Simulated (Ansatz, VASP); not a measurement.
**One calculation of AlNi3, two programs**

```
Al Ni
1.0
     0.00000    2.68647    3.02228
     2.68647    0.00000    3.02228
     2.68647    2.68647    0.00000
Al Ni
1 3
Cartesian
  2.6865 2.6865 3.0223
  1.3432 1.3432 1.5111
  0.0000 0.0000 0.0000
  4.0297 4.0297 4.5334
```

Change from the starting cell: strain -0.040 along x and y, +0.080 along z, atoms carried along.

Alike in both runs: task single point; functional PBEsol; k mesh 14 × 14 × 14; occupations gaussian, width 0.15 eV; no spin polarisation.

|  | VASP | Ansatz |
| --- | --- | --- |
| version | VASP 6.6.1 | Ansatz 0.2.0 |
| potentials or method | VASP PAW PBE potentials, release 64 (Al, Ni), cutoff 520 eV | scalar-relativistic, plane waves, PAW |
| valence electrons in the cell | 33 | 57 |

|  | VASP | Ansatz | Ansatz less VASP |
| --- | --- | --- | --- |
| gap on the k mesh at the Fermi level (eV) | none | none | - |
| pressure (GPa) | 1.1 | 1.0 | -0.10 |
| traceless stress, the component that is largest in VASP (GPa) | 1.95 | 2.08 | +0.131 |

VASP's potentials were made for PBE, not for PBEsol. A gap of «none» marks a metal or a gap that the smearing closes. The functional is the same, so the differences come from potentials, cutoffs and numerics. VASP's potentials hold 33 valence electrons a cell and Ansatz's 57, so a difference there can come from the potentials and not from the codes.
